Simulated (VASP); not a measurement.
F: single point with PBE

F:

```
CELL_PARAMETERS angstrom
1.76323 0.00000 0.00000
-0.88162 1.52700 0.00000
0.00000 0.00000 3.13141
ATOMIC_POSITIONS crystal
F 0.33333 0.66667 0.25000
F 0.66667 0.33333 0.75000
```

```yaml
Program: VASP 6.6.1
Task: single point
Functional: PBE
Potentials_or_basis: VASP PAW PBE potentials, release 64 (F)
Cutoff: 520 eV
k_mesh: 22 × 22 × 12
Occupations: fermi-dirac, width 0.08 eV
Spin: no spin polarisation
```

- Pressure: 430.1 GPa
- Band gap on the k mesh: zero (bands 7 and 8 overlap by 5.43 eV)

Levels at points of the mesh, in eV from the Fermi level:
| k point | band 5 | band 6 | band 7 | band 8 | band 9 | band 10 |
| --- | --- | --- | --- | --- | --- | --- |
| (0.00, 0.00, 0.00) | 1.54 | 1.54 | 2.53 | 2.53 | 28.30 | 33.01 |
| (0.50, 0.00, 0.00) | -5.84 | -1.88 | -1.86 | 0.57 | 23.91 | 26.82 |
| (0.00, 0.00, 0.50) | 2.03 | 2.03 | 2.03 | 2.03 | 31.65 | 31.65 |
| (0.50, 0.00, 0.50) | -1.69 | -1.69 | -0.73 | -0.73 | 25.13 | 25.13 |

Run time: 70 s on 1 thread of AMD EPYC 7R13 (shared host), peak memory 0.11 GiB.

Caveat: the cell stands under pressure.
